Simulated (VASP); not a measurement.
Crystal: LiCl.

```
Li Cl
1.0
     3.27112    0.00000    0.00000
     0.00000    3.27112    0.00000
     0.00000    0.00000    3.27112
Li Cl
1 1
Direct
  0.00000 0.00000 0.00000
  0.50000 0.50000 0.50000
```

Base run:

* Program: VASP 6.6.1
* Functional: PBE
* Potentials or basis: VASP PAW PBE potentials, release 64 (Li_sv, Cl)
* Cutoff: 520 eV
* k mesh: 8 × 8 × 8
* Occupations: gaussian, width 0.01 eV
* Spin: no spin polarisation

Its results: band gap on the k mesh 4.43 eV, indirect (least direct gap 5.22 eV).

Task: The run is repeated on the same cell with these changes: functional from PBE to r2SCAN; k mesh from 8 × 8 × 8 to 6 × 6 × 6. What comes out?

Result: Band gap on the k mesh 5.39 eV, indirect (least direct gap 5.97 eV).

Several settings changed at once, so the effect can't be laid on one alone.

A k mesh can miss the band edges.
